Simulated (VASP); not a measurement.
A run of VASP 6.6.1 is set up as follows.

Contents of INCAR:

```
ALGO = Normal
EDIFF = 1E-6
ENCUT = 520
GGA = PE
ISIF = 2
ISMEAR = 0
LASPH = T
LCHARG = F
LREAL = F
LWAVE = F
NBANDS = 11
NELM = 80
PREC = Accurate
SIGMA = 0.05
```

Contents of KPOINTS:

```
k-points
0
Gamma
  10 10 10
```

POSCAR

```
AlN
1.0
    0.0000000000      2.3725742855      1.8506079427
    2.3725742855      0.0000000000      1.8506079427
    2.3725742855      2.3725742855      0.0000000000
Al N
1 1
Direct
    0.0000000000      0.0000000000      0.0000000000
    0.7500000000      0.7500000000      0.7500000000
```

Potentials or basis: VASP PAW PBE potentials, release 64 (Al, N).

Run with:

```console
$ cat potpaw_PBE.64/Al/POTCAR potpaw_PBE.64/N/POTCAR > POTCAR
$ mpirun -np 1 vasp_std > vasp.out
```

(1) What does it give for the pressure?

(2) Estimate the band gap on the k mesh.

## Answers

(1) -1.0 GPa.

(2) 2.72 eV, indirect (least direct gap 3.48 eV).
